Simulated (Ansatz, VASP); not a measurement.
## Two plane-wave programs on LaLu2N3

The input INCAR:

```
PREC = Accurate
ENCUT = 520
EDIFF = 1E-7
ISMEAR = 0
SIGMA = 0.1
LREAL = False
LASPH = True
NELM = 100
ALGO = Normal
ISIF = 2
LWAVE = False
LCHARG = False
GGA = PE
NBANDS = 47
```

KPOINTS

```
regular mesh
0
Gamma
  6 6 4
```

Contents of POSCAR:

```
LaLu2N3
1.0
    5.4751546300      0.0000000000      0.0000000000
   -2.7375773100      4.7416230000      0.0000000000
    0.0000000000      0.0000000000      4.6222910100
La Lu N
1 2 3
Direct
    0.0000000000      0.0000000000      0.5000000000
    0.3333333300      0.6666666700      0.5000000000
    0.6666666700      0.3333333300      0.5000000000
    0.5000000000      0.0000000000      0.0000000000
    0.0000000000      0.5000000000      0.0000000000
    0.5000000000      0.5000000000      0.0000000000
```

Input for Ansatz:

```yaml
crystal:
  lattice:
    - [5.47515463, 0.0, 0.0]
    - [-2.73757731, 4.741623, 0.0]
    - [0.0, 0.0, 4.62229101]
  atoms:
    - { symbol: La, position: [0.0, 0.0, 0.5] }
    - { symbol: Lu, position: [0.33333333, 0.66666667, 0.5] }
    - { symbol: Lu, position: [0.66666667, 0.33333333, 0.5] }
    - { symbol: "N", position: [0.5, 0.0, 0.0] }
    - { symbol: "N", position: [0.0, 0.5, 0.0] }
    - { symbol: "N", position: [0.5, 0.5, 0.0] }
basis:
  ecutwfc: 420
kpoints:
  mp_grid: { grid: [6, 6, 4] }
hamiltonian:
  xc: pbe
scf:
  occupations: { method: gaussian, width: 0.1 }
  lower_state_search: "off"
output:
  forces: true
  stress: true
  eigenvalues: true
```

Alike in both runs: task single point; functional PBE; k mesh 6 × 6 × 4; occupations gaussian, width 0.1 eV; no spin polarisation.

|  | VASP | Ansatz |
| --- | --- | --- |
| version | VASP 6.6.1 | Ansatz 0.2.0 |
| potentials or method | VASP PAW PBE potentials, release 64 (La, Lu, N), cutoff 520 eV | scalar-relativistic, plane waves, PAW |
| valence electrons in the cell | 76 | 76 |

Ansatz gave:

```
gap on the k mesh at the Fermi level (eV)                     : none
pressure (GPa)                                                : -12.7
traceless stress, the component that is largest in VASP (GPa) : -29.96
```

Question: Which values does VASP return?

Answer: gap on the k mesh at the Fermi level (eV): none; pressure (GPa): -12.6; traceless stress, the component that is largest in VASP (GPa): -30.06.

A gap of «none» marks a metal or a gap that the smearing closes.

Neither program's run includes spin-orbit coupling.
